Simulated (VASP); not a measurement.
# Ta4N (Pm-3m) in VASP: a series of runs

Ta4N is run at these levels: PBE; tasks: single point, relaxation of cell and atoms.

All numbers are computed with VASP 6.6.1; they aren't measurements. Logs are shortened: lines on timing, memory, paths and dates and some standing lists are left out, and cuts for length are marked.

### 1 The cell of the first run

Symmetry: Pm-3m, No. 221, cubic system. The conventional cell has a = 4.291 Å, b = 4.291 Å, c = 4.291 Å, α = 90.00°, β = 90.00°, γ = 90.00°. Ta (site symmetry m-3m) has 12 Ta at 3.03 Å and 8 N at 3.72 Å within 4.0 Å. Ta (site symmetry 4/mmm) has 2 N at 2.15 Å within 2.8 Å. N (site symmetry m-3m) has 6 Ta at 2.15 Å within 2.8 Å.

### 2 Single point, PBE, collinear spin, ferromagnetic start

Input file INCAR:

```
SYSTEM = Ta4N
PREC = Accurate
ENCUT = 520
EDIFF = 1E-6
ISMEAR = 0
SIGMA = 0.1
LREAL = .False.
LASPH = .True.
NELM = 150
ALGO = Normal
ISIF = 2
LWAVE = .False.
LCHARG = .False.
ISPIN = 2
MAGMOM = 1 1 1 1 0
LORBIT = 11
LMAXMIX = 4
GGA = PE
NBANDS = 36
```

Input file KPOINTS:

```
regular mesh
0
Gamma
  4 4 4
  0 0 0
```

Input file POSCAR:

```
Ta4N
1.0
    4.2906923000      0.0000000000      0.0000000000
    0.0000000000      4.2906923000      0.0000000000
    0.0000000000      0.0000000000      4.2906923000
Ta N
4 1
Direct
    0.0000000000      0.0000000000      0.0000000000
    0.5000000000      0.5000000000      0.0000000000
    0.5000000000      0.0000000000      0.5000000000
    0.0000000000      0.5000000000      0.5000000000
    0.5000000000      0.5000000000      0.5000000000
```

Potentials or basis: VASP PAW PBE potentials, release 64 (Ta_pv, N).

The run is started by

```console
$ cat potpaw_PBE.64/Ta_pv/POTCAR potpaw_PBE.64/N/POTCAR > POTCAR
$ mpirun -np 1 vasp_std > vasp.out
```

OUTCAR:

```text
SYSTEM = Ta4N
   PREC = Accurate
   ENCUT = 520
   EDIFF = 1E-6
   ISMEAR = 0
   LREAL = .False.
   LASPH = .True.
   NELM = 150
   ISIF = 2
   ISPIN = 2
   LORBIT = 11
   GGA = PE

 ion  position               nearest neighbor table
   1  0.000  0.000  0.000-   2 3.03   3 3.03   4 3.03   3 3.03   4 3.03   2 3.03   4 3.03   4 3.03
                             2 3.03   3 3.03   3 3.03   2 3.03
   2  0.500  0.500  0.000-   5 2.15   5 2.15   4 3.03   1 3.03   3 3.03   4 3.03   3 3.03   1 3.03
                             3 3.03   3 3.03   1 3.03   4 3.03   4 3.03   1 3.03
   3  0.500  0.000  0.500-   5 2.15   5 2.15   4 3.03   1 3.03   1 3.03   2 3.03   2 3.03   4 3.03
                             2 3.03   2 3.03   1 3.03   4 3.03   1 3.03   4 3.03
   4  0.000  0.500  0.500-   5 2.15   5 2.15   3 3.03   1 3.03   1 3.03   2 3.03   1 3.03   3 3.03
                             1 3.03   2 3.03   3 3.03   2 3.03   2 3.03   3 3.03
   5  0.500  0.500  0.500-   2 2.15   3 2.15   4 2.15   2 2.15   3 2.15   4 2.15

  LATTYP: Found a simple cubic cell.
 ALAT       =     4.2906923000

  Lattice vectors:

 A1 = (   4.2906923000,   0.0000000000,   0.0000000000)
 A2 = (   0.0000000000,   4.2906923000,   0.0000000000)
 A3 = (   0.0000000000,   0.0000000000,   4.2906923000)

Analysis of symmetry for initial positions (statically):
=====================================================================
 Subroutine PRICEL returns:
 Original cell was already a primitive cell.

 Routine SETGRP: Setting up the symmetry group for a
 simple cubic supercell.

 Subroutine GETGRP returns: Found 48 space group operations
 (whereof 48 operations were pure point group operations)
 out of a pool of 48 trial point group operations.

The static configuration has the point symmetry O_h .

Analysis of symmetry for dynamics (positions and initial velocities):
=====================================================================
 Subroutine PRICEL returns:
 Original cell was already a primitive cell.

 Routine SETGRP: Setting up the symmetry group for a
 simple cubic supercell.

 Subroutine GETGRP returns: Found 48 space group operations
 (whereof 48 operations were pure point group operations)
 out of a pool of 48 trial point group operations.

The dynamic configuration has the point symmetry O_h .

Analysis of structural, dynamic, and magnetic symmetry:
=====================================================================
 Subroutine PRICEL returns:
 Original cell was already a primitive cell.

 Routine SETGRP: Setting up the symmetry group for a
 simple cubic supercell.

 Subroutine GETGRP returns: Found 48 space group operations
 (whereof 48 operations were pure point group operations)
 out of a pool of 48 trial point group operations.

The overall configuration has the point symmetry O_h .

 Subroutine INISYM returns: Found 48 space group operations
 (whereof 48 operations are pure point group operations),
 and found     1 'primitive' translations

----------------------------------------------------------------------------------------

                                     Primitive cell

  volume of cell :      78.9918

  direct lattice vectors                    reciprocal lattice vectors
     4.290692300  0.000000000  0.000000000     0.233062623  0.000000000  0.000000000
     0.000000000  4.290692300  0.000000000     0.000000000  0.233062623  0.000000000
     0.000000000  0.000000000  4.290692300     0.000000000  0.000000000  0.233062623

  length of vectors
     4.290692300  4.290692300  4.290692300     0.233062623  0.233062623  0.233062623

  position of ions in fractional coordinates (direct lattice)
     0.000000000  0.000000000  0.000000000
     0.500000000  0.500000000  0.000000000
     0.500000000  0.000000000  0.500000000
     0.000000000  0.500000000  0.500000000
     0.500000000  0.500000000  0.500000000

  ion indices of the primitive-cell ions
   primitive index   ion index
                 1           1
                 2           2
                 3           3
                 4           4
                 5           5

----------------------------------------------------------------------------------------

 KPOINTS: regular mesh
[... 32 lines left out ...]
  0.500000  0.250000  0.250000     12.000000
  0.500000  0.500000  0.250000      6.000000
  0.500000  0.500000  0.500000      1.000000
   k-points           NKPTS =     10   k-points in BZ     NKDIM =     10   number of bands    NBANDS=     36
   number of dos      NEDOS =    301   number of ions     NIONS =      5
   total plane-waves  NPLWV =  32768
   dimension x,y,z NGX =    32 NGY =   32 NGZ =   32
   dimension x,y,z NGXF=    64 NGYF=   64 NGZF=   64
   ions per type =               4   1
   NGX,Y,Z   is equivalent  to a cutoff of  12.40, 12.40, 12.40 a.u.
   NGXF,Y,Z  is equivalent  to a cutoff of  24.80, 24.80, 24.80 a.u.
 SYSTEM =  Ta4N
   PREC   = accura    normal or accurate (medium, high low for compatibility)
   ISTART =      0    job   : 0-new  1-cont  2-samecut
   ICHARG =      2    charge: 1-file 2-atom 10-const
   ISPIN  =      2    spin polarized calculation?
   LNONCOLLINEAR =      F non collinear calculations
   LSORBIT =      F    spin-orbit coupling
   LASPH  =      T    aspherical Exc in radial PAW
   ENCUT  =  520.0 eV  38.22 Ry    6.18 a.u.   7.98  7.98  7.98*2*pi/ulx,y,z
   NELM   =    150;   NELMIN=  2; NELMDL= -5     # of ELM steps
   EDIFF  = 0.1E-05   stopping-criterion for ELM
   LREAL  =      F    real-space projection
   EDIFFG = 0.1E-04   stopping-criterion for IOM
   NSW    =      0    number of steps for IOM
   IBRION =     -1    ionic relax: 0-MD 1-quasi-New 2-CG
   NFREE  =      0    steps in history (QN), initial steepest desc. (CG)
   ISIF   =      2    stress and relaxation
   ISYM   =      2    0-nonsym 1-usesym 2-fastsym
   POTIM  = 0.5000    time-step for ionic-motion
   TEBEG  =    0.0;   TEEND  =   0.0 temperature during run
   PSTRESS=    0.0 pullay stress
   NELECT =      49.0000    total number of electrons
   NUPDOWN=      -1.0000    fix difference up-down
   EMIN   =  10.00;   EMAX   =-10.00  energy-range for DOS
   EFERMI =   0.00;   METHOD = LEGACY
   ISMEAR =     0;   SIGMA  =   0.10  broadening in eV -4-tet -1-fermi 0-gaus
   EFERMI_NEDOS =   21; number of points for ismear=-14 and -15
   IALGO  =     38    algorithm
   IMIX   =      4    mixing-type and parameters
     AMIX     =   0.40;   BMIX     =  1.00
     AMIX_MAG =   1.60;   BMIX_MAG =  1.00
  volume/ion in A,a.u.               =      15.80       106.61
  Fermi-wavevector in a.u.,A,eV,Ry     =   1.396195  2.638426 26.522669  1.949361
  Thomas-Fermi vector in A             =   2.519573
   LORBIT       =     11    0 simple, 1 ext, 2 COOP (PROOUT), +10 PAW based schemes
   GGA     = PE    functional components
   LHFCALC =     F    Hartree Fock is set to
   AEXX    =    0.0000 exact exchange contribution
   IVDW    =     0    specifies the selected vdW correction
   LEPSILON=     F    determine dielectric tensor
   LRPA    =     F    only Hartree local field effects (RPA)
 spin polarized calculation
 Gauss-broadening in eV      SIGMA  =   0.10
  energy-cutoff  :      520.00
  volume of cell :       78.99
 maximum number of plane-waves:      2176
 NGX is ok and might be reduce to    32
   NGX = 15   NGY = 15   NGZ = 15

 number of electron      48.9999990 magnetization       0.0012578

 number of electron      48.9999990 magnetization      -0.0001075

 Free energy of the ion-electron system (eV)
  ---------------------------------------------------
  ext. energy  EPLUGINS =         0.00000000
  ---------------------------------------------------
  free energy    TOTEN  =       -57.74929494 eV

  energy without entropy =      -57.72684727  energy(sigma->0) =      -57.73807110

 E-fermi :   6.1732     XC(G=0): -12.5921

 val. band max:        6.1432674317   @ k =   0.5000   0.2500   0.0000
 cond. band min:       6.2173926264   @ k =   0.0000   0.0000   0.0000
 fundamental gap:      0.0741251947
 Fermi energy:         6.1732162213

 spin component 1

 k-point     1 :       0.0000    0.0000    0.0000
  band No.  band energies     occupation
      1     -28.6933      1.00000
      2     -28.6933      1.00000
      3     -28.6933      1.00000
      4     -28.2052      1.00000
      5     -28.2052      1.00000
      6     -28.2052      1.00000
[... 379 lines left out ...]
     35      11.4525      0.00000
     36      11.4525      0.00000
 Fermi energy:         6.1732162213

 spin component 2

 k-point     1 :       0.0000    0.0000    0.0000
  band No.  band energies     occupation
      1     -28.6932      1.00000
      2     -28.6932      1.00000
      3     -28.6932      1.00000
      4     -28.2052      1.00000
      5     -28.2052      1.00000
      6     -28.2052      1.00000
[... 379 lines left out ...]
     35      11.4524      0.00000
     36      11.4524      0.00000

------------------------ aborting loop because EDIFF is reached ----------------------------------------

  FORCE on cell =-STRESS in cart. coord.  units (eV):
  Direction    XX          YY          ZZ          XY          YZ          ZX
  --------------------------------------------------------------------------------------
  -------------------------------------------------------------------------------------
  Total        0.1384065      0.1384065      0.1384065     -0.0000000      0.0000000     -0.0000000
  in kB        2.8072748      2.8072748      2.8072748     -0.0000000      0.0000000     -0.0000000
  external PRESSURE =       2.8072748 kB  Pullay stress =       0.0000000 kB

 VOLUME and BASIS-vectors are now :
 -----------------------------------------------------------------------------
  energy-cutoff  :      520.00
  volume of cell :       78.99
      direct lattice vectors                 reciprocal lattice vectors
     4.290692300  0.000000000  0.000000000     0.233062623  0.000000000  0.000000000
     0.000000000  4.290692300  0.000000000     0.000000000  0.233062623  0.000000000
     0.000000000  0.000000000  4.290692300     0.000000000  0.000000000  0.233062623

 POSITION                                       TOTAL-FORCE (eV/Angst)
 -----------------------------------------------------------------------------------
      0.00000      0.00000      0.00000         0.000000      0.000000      0.000000
      2.14535      2.14535      0.00000         0.000000      0.000000      0.000000
      2.14535      0.00000      2.14535         0.000000      0.000000      0.000000
      0.00000      2.14535      2.14535         0.000000      0.000000      0.000000
      2.14535      2.14535      2.14535         0.000000      0.000000      0.000000
 -----------------------------------------------------------------------------------
    total drift:                                0.000000     -0.000000     -0.000000

  FREE ENERGIE OF THE ION-ELECTRON SYSTEM (eV)
  ---------------------------------------------------
  free  energy   TOTEN  =       -57.7492949369 eV

  energy  without entropy=      -57.7268472660  energy(sigma->0) =      -57.73807110

 total charge

# of ion       s       p       d       tot
------------------------------------------
    1        0.357   6.170   2.223   8.750
    2        0.336   6.209   2.344   8.889
    3        0.336   6.209   2.344   8.889
    4        0.336   6.209   2.344   8.889
    5        1.247   2.554   0.000   3.801
--------------------------------------------------
tot          2.611  27.350   9.256  39.217

 magnetization (x)

# of ion       s       p       d       tot
------------------------------------------
    1       -0.000  -0.000  -0.000  -0.000
    2        0.000   0.000   0.000   0.000
    3        0.000   0.000   0.000   0.000
    4        0.000   0.000   0.000   0.000
    5       -0.000  -0.000   0.000  -0.000
--------------------------------------------------
tot         -0.000  -0.000   0.000   0.000
```

Wall time 58 s (1 thread of AMD EPYC 7R43 (Zen 3), shared host); peak memory 0.19 GiB.

Results:

```yaml
Free_energy: -57.7493 eV
Pressure: 0.3 GPa
Net_moment: 0.00 μB per cell
Valence_electrons_inside_the_program's_atomic_spheres: Ta 8.75, 8.89; N 3.80
```

Caveat: the k points lie up to 0.37 Å⁻¹ apart; spin-orbit coupling is left out, which moves the levels of the heavy elements.

### 3 Single point, PBE, collinear spin, ferromagnetic start

Input file INCAR:

```
ALGO = Normal ; EDIFF = 1E-7
ENCUT = 520 ; GGA = PE
ISIF = 2 ; ISMEAR = 0
ISPIN = 2 ; LASPH = T
LCHARG = T ; LELF = T
LMAXMIX = 4 ; LORBIT = 11
LREAL = F ; LVHAR = T
LWAVE = F ; MAGMOM = 1 1 1 1 0
NBANDS = 36 ; NELM = 150
PREC = Accurate ; SIGMA = 0.1
```

Input file KPOINTS:

```
k-points
0
Gamma
  4 4 4
```

POSCAR is that of step 2.

Potentials or basis: VASP PAW PBE potentials, release 64 (Ta_pv, N).

The run is started by

```console
$ cat potpaw_PBE.64/Ta_pv/POTCAR potpaw_PBE.64/N/POTCAR > POTCAR
$ mpirun -np 1 vasp_std > vasp.out
```

Wall time 70 s (1 thread of AMD EPYC 7R43 (Zen 3), shared host); peak memory 0.19 GiB.

It converged, with:

- Free energy: -57.7493 eV
- Pressure: 0.3 GPa
- Net moment: 0.00 μB per cell
- Valence electrons inside the program's atomic spheres: Ta 8.75, 8.89; N 3.80

Levels at points of the mesh, in eV from the Fermi level:
Spin up:
```
           k point  band 21  band 22  band 23  band 24  band 25  band 26  band 27  band 28
(0.00, 0.00, 0.00)    -3.60    -3.60     0.04     0.04     0.04     2.57     2.57     3.93
(0.50, 0.00, 0.00)    -1.85    -1.58    -1.58     0.17     0.17     0.30     1.12     1.69
(0.50, 0.50, 0.00)    -1.56    -1.56    -1.34    -0.96    -0.27    -0.27     1.51     1.58
(0.50, 0.50, 0.50)    -0.04    -0.04    -0.04     0.12     0.12     0.30     0.30     0.30
```
Spin down:
```
           k point  band 20  band 21  band 22  band 23  band 24  band 25  band 26  band 27  band 28  band 29
(0.00, 0.00, 0.00)    -3.60    -3.60    -3.60     0.04     0.04     0.04     2.57     2.57     3.93     3.93
(0.50, 0.00, 0.00)    -2.39    -1.85    -1.58    -1.58     0.17     0.17     0.30     1.12     1.69     1.93
(0.50, 0.50, 0.00)    -2.41    -1.56    -1.56    -1.34    -0.96    -0.27    -0.27     1.51     1.58     2.48
(0.50, 0.50, 0.50)    -2.77    -0.04    -0.04    -0.04     0.12     0.12     0.30     0.30     0.30     4.00
```

Caveat: the k points lie up to 0.37 Å⁻¹ apart; spin-orbit coupling is left out, which moves the levels of the heavy elements.

(Part 1 of 2 ends here.)
